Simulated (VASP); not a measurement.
# Zn7Se8 (a cell with a defect) in VASP: single point with PBE

Aim: the single point of Zn7Se8 (a cell with a defect) with PBE.

Program: VASP 6.6.1. These are calculated values, not measurements. Logs are shortened: lines on timing, memory, paths and dates and some standing lists are left out, and cuts for length are marked.

### Step 1. The cell of the first run

The cell holds a defect, 15 atoms: a = 8.106 Å, b = 8.106 Å, c = 8.106 Å, α = 60.00°, β = 60.00°, γ = 60.00°.

### Step 2. Single point, PBE, collinear spin (atoms taken out, then relaxed in part)

Input file INCAR:

```
SYSTEM = Zn7Se8
  ALGO = Normal
  EDIFF = 1E-7
  ENCUT = 520
  GGA = PE
  ISIF = 2
  ISMEAR = 0
  ISPIN = 2
  LASPH = .True.
  LCHARG = .False.
  LORBIT = 11
  LREAL = Auto
  LWAVE = .False.
  MAGMOM = 0 0 0 0 0 0 0 0.5 0 0 0 0.5 0.5 0.5 0
  NBANDS = 83
  NELECT = 134.0
  NELM = 150
  PREC = Accurate
  SIGMA = 0.01
```

Input file KPOINTS:

```
k-points
0
Gamma
  2 2 2
  0 0 0
```

Input file POSCAR:

```
Zn7Se8
1.0
    0.0000000000      5.7317610682     -5.7317610682
    5.7317610682      5.7317610682      0.0000000000
    5.7317610682      0.0000000000     -5.7317610682
Zn Se
7 8
Direct
    0.4874518517      0.0115596357     -0.0143657959
    1.0152357473      0.4838439800     -0.0142765351
    1.0153367165      0.0115417849     -0.0143593261
    0.4874867333      0.4837945388      0.5134133954
    0.4874798834      0.0114964180      0.5135218518
    1.0152794125      0.4837864387      0.5134323820
    1.0014130990     -0.0023995455      0.4995567383
    0.3826019616      0.3787570148      0.3559904998
    0.3788953749      0.8718039308      0.3737088264
    0.8755638275      0.3751213973      0.3737476503
    0.8755592769      0.8717996653      0.3737328164
    0.3825995650      0.3788442924      0.8807102814
    0.3826185098      0.8539184103      0.8808302502
    0.8578735937      0.3788376260      0.8807516705
    0.8755385849      0.8718693208      0.8770563358
```

Potentials or basis: VASP PAW PBE potentials, release 64 (Zn, Se).

The run is started by

```console
> cat potpaw_PBE.64/Zn/POTCAR potpaw_PBE.64/Se/POTCAR > POTCAR
> mpirun -np 1 vasp_std > vasp.out
```

OUTCAR:

```text
SYSTEM = Zn7Se8
   EDIFF = 1E-7
   ENCUT = 520
   GGA = PE
   ISIF = 2
   ISMEAR = 0
   ISPIN = 2
   LASPH = .True.
   LORBIT = 11
   LREAL = Auto
   NELECT = 134.0
   NELM = 150
   PREC = Accurate

 ion  position               nearest neighbor table
   1  0.487  0.012  0.986-  12 2.44  13 2.44   9 2.57  15 2.57
   2  0.015  0.484  0.986-  14 2.44  12 2.44  10 2.57  15 2.57
   3  0.015  0.012  0.986-  14 2.44  13 2.44  15 2.57  11 2.57
   4  0.487  0.484  0.513-  12 2.44   8 2.44   9 2.57  10 2.57
   5  0.487  0.011  0.514-   8 2.44  13 2.44  11 2.57   9 2.57
   6  0.015  0.484  0.513-  14 2.44   8 2.44  11 2.57  10 2.57
   7  0.001  0.998  0.500-  11 2.50   9 2.50  15 2.50  10 2.50
   8  0.383  0.379  0.356-   5 2.44   6 2.44   4 2.44
   9  0.379  0.872  0.374-   7 2.50   4 2.57   1 2.57   5 2.57
  10  0.876  0.375  0.374-   7 2.50   2 2.57   6 2.57   4 2.57
  11  0.876  0.872  0.374-   7 2.50   6 2.57   5 2.57   3 2.57
  12  0.383  0.379  0.881-   1 2.44   4 2.44   2 2.44
  13  0.383  0.854  0.881-   1 2.44   3 2.44   5 2.44
  14  0.858  0.379  0.881-   3 2.44   6 2.44   2 2.44
  15  0.876  0.872  0.877-   7 2.50   2 2.57   3 2.57   1 2.57

  LATTYP: Found a face centered cubic cell.
 ALAT       =    11.4635221364

  Lattice vectors:

 A1 = (   0.0000000000,   5.7317610682,  -5.7317610682)
 A2 = (   5.7317610682,   5.7317610682,   0.0000000000)
 A3 = (   5.7317610682,   0.0000000000,  -5.7317610682)

Analysis of symmetry for initial positions (statically):
=====================================================================
 Subroutine PRICEL returns:
 Original cell was already a primitive cell.

 Routine SETGRP: Setting up the symmetry group for a
 face centered cubic supercell.

 Subroutine GETGRP returns: Found  1 space group operations
 (whereof  1 operations were pure point group operations)
 out of a pool of 48 trial point group operations.

The static configuration has the point symmetry C_1 .

Analysis of symmetry for dynamics (positions and initial velocities):
=====================================================================
 Subroutine PRICEL returns:
 Original cell was already a primitive cell.

 Routine SETGRP: Setting up the symmetry group for a
 face centered cubic supercell.

 Subroutine GETGRP returns: Found  1 space group operations
 (whereof  1 operations were pure point group operations)
 out of a pool of 48 trial point group operations.

The dynamic configuration has the point symmetry C_1 .
[... 841 lines left out ...]
  band No.  band energies     occupation
      1     -11.8159      1.00000
      2     -11.1295      1.00000
      3     -11.1294      1.00000
      4     -11.1293      1.00000
      5     -10.9555      1.00000
      6     -10.7029      1.00000
[... 645 lines left out ...]
     78       6.3359      0.00000
     79       7.0123      0.00000
 [bands above 79 left out]

------------------------ aborting loop because EDIFF is reached ----------------------------------------

  FORCE on cell =-STRESS in cart. coord.  units (eV):
  Direction    XX          YY          ZZ          XY          YZ          ZX
  --------------------------------------------------------------------------------------
  -------------------------------------------------------------------------------------
  Total       11.6753592     11.6836442     11.6831631      0.0006963      0.0077302     -0.0001871
  in kB       49.6691358     49.7043815     49.7023348      0.0029624      0.0328858     -0.0007961
  external PRESSURE =      49.6919507 kB  Pullay stress =       0.0000000 kB

 VOLUME and BASIS-vectors are now :
 -----------------------------------------------------------------------------
  energy-cutoff  :      520.00
  volume of cell :      376.61
      direct lattice vectors                 reciprocal lattice vectors
     0.000000000  5.731761068 -5.731761068    -0.087233224  0.087233224 -0.087233224
     5.731761068  5.731761068  0.000000000     0.087233224  0.087233224  0.087233224
     5.731761068  0.000000000 -5.731761068     0.087233224 -0.087233224 -0.087233224

 POSITION                                       TOTAL-FORCE (eV/Angst)
 -----------------------------------------------------------------------------------
      5.71568      2.86021     -8.44338        -0.001600     -0.000481     -0.009158
      8.42321      2.86061     -5.73726         0.003796      0.000323     -0.000655
      5.71561      0.15406     -5.73736        -0.001207     -0.008844     -0.000773
      5.71576      5.56715     -5.73692        -0.001818      0.006501     -0.000881
      3.00928      2.86001     -5.73750        -0.009920     -0.001529     -0.001347
      5.71582      2.86053     -3.03045        -0.001146     -0.001348      0.006418
      8.58135      5.72611     -2.87144         0.002685     -0.000014     -0.000130
      4.21140      4.36393     -4.23344        -0.015507      0.013991      0.013113
      7.13898      7.16871     -4.31375        -0.004125      0.007022     -0.004274
      4.29234      7.16863     -7.16075         0.015934     -0.002487     -0.002345
      7.13909     10.01544     -7.16064        -0.005022     -0.004576      0.006418
      7.21947      4.36441     -7.24099         0.014010      0.017999     -0.020912
      9.94316      7.08753     -7.24179        -0.018785     -0.008834     -0.008567
      7.21966      7.08853     -9.96538         0.013910     -0.021315      0.019064
     10.02442     10.01572    -10.04546         0.008796      0.003594      0.004029
 -----------------------------------------------------------------------------------
    total drift:                                0.003574      0.004022      0.003981

  FREE ENERGIE OF THE ION-ELECTRON SYSTEM (eV)
  ---------------------------------------------------
  free  energy   TOTEN  =       -41.5919266261 eV

  energy  without entropy=      -41.5919266261  energy(sigma->0) =      -41.59192663

 total charge

# of ion       s       p       d       tot
------------------------------------------
    1        0.539   0.426   9.786  10.750
    2        0.538   0.426   9.786  10.750
    3        0.539   0.426   9.786  10.750
    4        0.539   0.426   9.786  10.750
    5        0.539   0.426   9.786  10.750
    6        0.539   0.426   9.786  10.751
    7        0.532   0.433   9.787  10.752
    8        1.452   2.425   0.026   3.903
    9        1.439   2.435   0.023   3.897
   10        1.439   2.435   0.023   3.897
   11        1.439   2.435   0.023   3.897
   12        1.452   2.425   0.026   3.903
   13        1.452   2.425   0.026   3.903
   14        1.452   2.425   0.026   3.903
   15        1.439   2.435   0.023   3.897
--------------------------------------------------
tot         15.329  22.426  68.700 106.454

 magnetization (x)

# of ion       s       p       d       tot
------------------------------------------
    1       -0.000  -0.000   0.000  -0.000
    2       -0.000  -0.000   0.000  -0.000
    3       -0.000  -0.000   0.000  -0.000
    4       -0.000  -0.000   0.000  -0.000
    5       -0.000  -0.000   0.000  -0.000
    6       -0.000  -0.000  -0.000  -0.000
    7        0.000   0.000  -0.000   0.000
    8       -0.000  -0.000   0.000  -0.000
    9        0.000   0.000   0.000   0.000
   10        0.000   0.000   0.000   0.000
   11        0.000   0.000   0.000   0.000
   12       -0.000  -0.000   0.000  -0.000
   13       -0.000  -0.000   0.000  -0.000
   14       -0.000  -0.000   0.000  -0.000
   15        0.000  -0.000   0.000   0.000
--------------------------------------------------
tot         -0.000  -0.000   0.000  -0.000
```

OSZICAR:

```text
N       E                     dE             d eps       ncg     rms          rms(c)
DAV:   1     0.113112112092E+04    0.11311E+04   -0.58321E+04  2656   0.178E+03
DAV:   2     0.140276655557E+03   -0.99084E+03   -0.95104E+03  2664   0.424E+02
DAV:   3    -0.335901923458E+02   -0.17387E+03   -0.16917E+03  2947   0.162E+02
DAV:   4    -0.442972567396E+02   -0.10707E+02   -0.10626E+02  3058   0.393E+01
DAV:   5    -0.444474339377E+02   -0.15018E+00   -0.14995E+00  3032   0.452E+00    0.127E+01
DAV:   6    -0.415666996658E+02    0.28807E+01   -0.61473E+00  3672   0.314E+01    0.956E+00
DAV:   7    -0.415873865912E+02   -0.20687E-01   -0.43855E+00  2928   0.625E+00    0.393E+00
DAV:   8    -0.415872988748E+02    0.87716E-04   -0.27096E-01  3352   0.406E+00    0.147E+00
DAV:   9    -0.415896754348E+02   -0.23766E-02   -0.45147E-02  3080   0.194E+00    0.604E-01
DAV:  10    -0.415907095290E+02   -0.10341E-02   -0.56412E-03  3088   0.788E-01    0.173E-01
DAV:  11    -0.415913850586E+02   -0.67553E-03   -0.20290E-03  3104   0.305E-01    0.107E-01
DAV:  12    -0.415918437657E+02   -0.45871E-03   -0.66108E-04  2912   0.196E-01    0.351E-02
DAV:  13    -0.415919119349E+02   -0.68169E-04   -0.11112E-04  3040   0.120E-01    0.131E-02
DAV:  14    -0.415919221688E+02   -0.10234E-04   -0.27885E-05  3040   0.331E-02    0.741E-03
DAV:  15    -0.415919257239E+02   -0.35551E-05   -0.63719E-06  2904   0.228E-02    0.411E-03
DAV:  16    -0.415919263603E+02   -0.63645E-06   -0.14377E-06  2960   0.129E-02    0.163E-03
DAV:  17    -0.415919265410E+02   -0.18064E-06   -0.28761E-07  2808   0.392E-03    0.697E-04
DAV:  18    -0.415919266261E+02   -0.85085E-07   -0.81685E-08  1864   0.275E-03
   1 F= -.41591927E+02 E0= -.41591927E+02  d E =-.315408E-12  mag=     0.0000
```

stdout:

```text
POSCAR found type information on POSCAR ZnSe
 POSCAR found :  2 types and      15 ions
 scaLAPACK will be used
 LDA part: xc-table for (Slater+PW92), standard interpolation
 POSCAR, INCAR and KPOINTS ok, starting setup
 FFT: planning ... GRIDC
 FFT: planning ... GRID_SOFT
 FFT: planning ... GRID
 WAVECAR not read
 entering main loop
 the old and the new charge density differ
 old charge density:   132.00000 new  134.00000
    0.127E+01
```

It took 37 min on 1 thread of Oxide Virtual Turin-like, shared host; peak memory 0.79 GiB.

Results:

```yaml
Free_energy: -41.5919 eV
Largest_force: 0.032 eV/Å
Net_moment: 0.00 μB per cell
Valence_electrons_inside_the_program's_atomic_spheres: Zn 10.75; Se 3.90
```

Forces in eV/Å, atoms in the order of the input:
```
Zn  -0.002  0.000 -0.009
Zn   0.004  0.000 -0.001
Zn  -0.001 -0.009 -0.001
Zn  -0.002  0.007 -0.001
Zn  -0.010 -0.002 -0.001
Zn  -0.001 -0.001  0.006
Zn   0.003  0.000  0.000
Se  -0.016  0.014  0.013
Se  -0.004  0.007 -0.004
Se   0.016 -0.002 -0.002
Se  -0.005 -0.005  0.006
Se   0.014  0.018 -0.021
Se  -0.019 -0.009 -0.009
Se   0.014 -0.021  0.019
Se   0.009  0.004  0.004
```

Caveat: the k points lie up to 0.47 Å⁻¹ apart; the cell carries a net charge on a neutralising background, which shifts energy and pressure; the cell differs from its parent crystal (atoms taken out, then relaxed in part); the cell is charged against a uniform background, so pressure and absolute levels hang on convention.
